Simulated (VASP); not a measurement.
Al: relaxation of cell and atoms with PBE

Crystal: Al.

```
CELL_PARAMETERS angstrom
2.63000 0.00000 0.00000
0.00000 2.63000 0.00000
0.00000 0.00000 2.63000
ATOMIC_POSITIONS crystal
Al 0.00000 0.00000 0.00000
```

- Program: VASP 6.6.1
- Task: relaxation of cell and atoms
- Functional: PBE
- Potentials or basis: VASP PAW PBE potentials, release 64 (Al)
- Cutoff: 600 eV
- k mesh: 8 × 8 × 8
- Occupations: fermi-dirac, width 0.05 eV
- Spin: no spin polarisation
- Target pressure: 10 GPa
- Dipole correction: no
- Further INCAR settings: ALGO = Normal; EDIFF = 1e-06; IBRION = 2; EDIFFG = -0.01; NSW = 80; ISIF = 3

```json
{
 "Relaxed volume": "17.55 Å³/atom",
 "Relaxed cell": "a = 2.598 Å, b = 2.598 Å, c = 2.598 Å, α = 90.00°, β = 90.00°, γ = 90.00°",
 "Space group after relaxing (to 0.05 Å)": "Pm-3m (No. 221)",
 "Energy change on relaxing (the enthalpy is what falls)": "+33.4 meV/atom",
 "Ionic steps": "3",
 "Pressure after relaxing": "10.0 GPa"
}
```

The path:
| step | energy change (eV) | largest force (eV/Å) | pressure (GPa) | volume (Å³) |
| --- | --- | --- | --- | --- |
| 1 | 0.0000 | 0.0000 | 6.70 | 18.19 |
| 2 | 0.0555 | 0.0000 | 11.94 | 17.22 |
| 3 | 0.0334 | 0.0000 | 10.01 | 17.55 |

Final structure:
```cif
data_structure
_symmetry_space_group_name_H-M 'P 1'
_symmetry_Int_Tables_number 1
_cell_length_a 2.5985
_cell_length_b 2.5985
_cell_length_c 2.5985
_cell_angle_alpha 90.000
_cell_angle_beta 90.000
_cell_angle_gamma 90.000
_cell_volume 17.55
loop_
_atom_site_label
_atom_site_type_symbol
_atom_site_fract_x
_atom_site_fract_y
_atom_site_fract_z
_atom_site_occupancy
Al1 Al 0.00000 0.00000 0.00000 1
```

Levels at points of the mesh, in eV from the Fermi level:
| k point | band 1 | band 2 | band 3 | band 4 | band 5 |
| --- | --- | --- | --- | --- | --- |
| (0.00, 0.00, 0.00) | -10.47 | 8.25 | 8.25 | 10.12 | 10.12 |
| (0.50, 0.00, 0.00) | -5.51 | -4.74 | 11.10 | 14.26 | 14.26 |
| (0.50, 0.50, 0.00) | -0.69 | -0.69 | 0.16 | 1.81 | 17.95 |
| (0.50, 0.50, 0.50) | 3.25 | 3.25 | 3.25 | 5.55 | 5.55 |

Wall time 8.1 s on 1 thread of Intel Xeon 8259CL, on a shared host, peak memory 0.13 GiB.

Caveat: the cell is relaxed towards a set pressure, so the enthalpy falls and the energy may rise.
